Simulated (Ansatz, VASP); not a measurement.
Two plane-wave programs on C

```xyz
2
Lattice="0.0000 1.7834 1.7834 1.7834 0.0000 1.7834 1.7834 1.7834 0.0000" Properties=species:S:1:pos:R:3 pbc="T T T"
C     2.6751    2.6751    2.6751
C     1.7834    1.7834    1.7834
```

Alike in both runs: functional BLYP; k mesh 7 × 7 × 7; occupations fermi-dirac, width 0.05 eV; no spin polarisation.

|  | VASP | Ansatz |
| --- | --- | --- |
| version | VASP 6.6.1 | Ansatz 0.2.0 |
| potentials or method | VASP PAW PBE potentials, release 64 (C) | Ansatz PAW |
| plane-wave cutoff (eV) | 520 | 420 |
| valence electrons in the cell | 8 | 8 |
| task | single point | projected density of states |

|  | VASP | Ansatz | Ansatz less VASP |
| --- | --- | --- | --- |
| gap on the k mesh at the Fermi level (eV) | 4.56 | 4.56 | -0.007 |
| least direct gap on the mesh (eV) | 5.74 | 5.73 | -0.012 |
| pressure (GPa) | 11.8 | 11.0 | -0.77 |

VASP's potentials were made for PBE, not for BLYP.

The k mesh is coarse, so the values compare programs but aren't converged. Noted on Ansatz's run: Pulay correction over one GPa; odd divisions of the mesh miss points on the zone boundary, where band edges often lie, so the gap on the mesh can be too wide.
